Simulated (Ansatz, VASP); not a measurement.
**Two plane-wave programs on SiO2**

```
Si O
1.0
     4.17730    0.00000    0.00000
     0.00000    4.17730    0.00000
     0.00000    0.00000    2.66520
Si O
2 4
Cartesian
  0.0000 0.0000 0.0000
  2.0886 2.0886 1.3326
  1.2778 1.2778 0.0000
  0.8108 3.3665 1.3326
  2.8995 2.8995 0.0000
  3.3665 0.8108 1.3326
```

Alike in both runs: task single point; functional PBE; k mesh 4 × 4 × 8; no spin polarisation.

|  | VASP | Ansatz |
| --- | --- | --- |
| version | VASP 6.6.1 | Ansatz 0.2.0 |
| potentials or method | VASP PAW PBE potentials, release 64 (Si, O), cutoff 520 eV | plane waves, PAW |
| occupations | gaussian, width 0.01 eV | fixed |
| valence electrons in the cell | 32 | 32 |

Ansatz gave:

| Property | Result |
| --- | --- |
| pressure (GPa) | 11.2 |
| traceless stress, the component that is largest in VASP (GPa) | 0.99 |

What did VASP give for the same quantities?

Pressure (GPa): 11.4; traceless stress, the component that is largest in VASP (GPa): 1.43.
